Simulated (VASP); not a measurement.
Wanted: the native input for a VASP 6.6.1 run.

- Task: single point
- Functional: PBEsol
- Potentials or basis: VASP PAW PBE potentials, release 64 (Pt)
- Cutoff: 520 eV
- k mesh: 7 × 7 × 4
- Occupations: methfessel-paxton, width 0.1 eV
- Spin: no spin polarisation
- Dipole correction: no
- Further INCAR settings: ALGO = Normal; EDIFF = 1e-07; NBANDS = 17

The structure of Pt lies in POSCAR:

```
Pt
1.0
    2.7232717144     -0.0103115876     -0.0023497018
   -1.3708024052      2.3557469521      0.0008455176
   -0.0044648384     -0.0025987875      4.7505245192
Pt
2
Direct
    0.7423840609      0.2726337576      0.7298871057
    0.2406647631      0.7676282018      0.2292690073
```

One way to write it, as run:

INCAR

```
PREC = Accurate
ENCUT = 520
EDIFF = 1E-7
ISMEAR = 1
SIGMA = 0.1
LREAL = False
LASPH = True
NELM = 100
ALGO = Normal
ISIF = 2
LWAVE = False
LCHARG = False
GGA = PS
NBANDS = 17
```

KPOINTS

```
regular mesh
0
Gamma
  7 7 4
```

Potentials or basis: VASP PAW PBE potentials, release 64 (Pt).

The run is started by

```bash
$ cat potpaw_PBE.64/Pt/POTCAR > POTCAR
$ mpirun -np 1 vasp_std > vasp.out
```

Results of the run:

```
Pressure               : -0.2 GPa
Largest force          : 0.052 eV/Å
Band gap on the k mesh : zero (band 10 reaches 11.36 eV, above the bottom of band 11 at 9.68 eV)
```

Caveat: the k points lie up to 0.38 Å⁻¹ apart; the PAW data sets were made with another functional, which shifts forces and pressure a little; spin-orbit coupling is left out, which moves the levels of the heavy elements.

It took 22 s on 1 thread of Intel(R) Xeon(R) Platinum 8488C (Sapphire Rapids), with other jobs on the host, peak memory 0.16 GiB.
